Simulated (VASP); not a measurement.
## PtSe: single point with r2SCAN+U

The system is PtSe.

```xyz
2
Lattice="0.0000 3.0374 3.0374 3.0374 0.0000 3.0374 3.0374 3.0374 0.0000" Properties=species:S:1:pos:R:3 pbc="T T T"
Pt    0.0000    0.0000    0.0000
Se    1.5187    1.5187    1.5187
```

```
Program                : VASP 6.6.1
Task                   : single point
Functional             : r2SCAN
Potentials or basis    : VASP PAW PBE potentials, release 64 (Pt, Se)
Cutoff                 : 520 eV
k mesh                 : 8 × 8 × 8
Occupations            : fermi-dirac, width 0.05 eV
Spin                   : no spin polarisation
Hubbard terms          : Pt d U = 1.0 eV
Dipole correction      : no
Further INCAR settings : ALGO = Normal; EDIFF = 1e-06; NBANDS = 15
```

```
Pressure               : -13.7 GPa
Band gap on the k mesh : zero (bands 8 and 9 overlap by 2.68 eV)
```

Levels at points of the mesh, in eV from the Fermi level:
| k point | band 6 | band 7 | band 8 | band 9 | band 10 | band 11 |
| --- | --- | --- | --- | --- | --- | --- |
| (0.00, 0.00, 0.00) | -2.37 | 0.72 | 1.75 | 1.75 | 1.75 | 7.07 |
| (0.50, 0.00, 0.00) | -2.24 | -1.96 | 0.54 | 0.54 | 2.81 | 7.92 |
| (0.50, 0.50, 0.00) | -2.10 | -2.03 | -0.93 | -0.93 | 4.61 | 4.79 |

Eigenvalues of the final occupation matrices:
| site | spin | trace | eigenvalues |
| --- | --- | --- | --- |
| site 1 d | 1 | 4.09 | 0.78 0.78 0.78 0.87 0.87 |
| site 1 d | 2 | 4.09 | 0.78 0.78 0.78 0.87 0.87 |

It took 48 s on 1 thread of Intel(R) Xeon(R) 6975P-C (Granite Rapids) (shared host), peak memory 0.19 GiB.

Caveat: the cell stands under tension; the PAW data sets were made with another functional, which shifts forces and pressure a little; spin-orbit coupling is left out, which moves the levels of the heavy elements; U without spin polarisation on a metal has little footing.
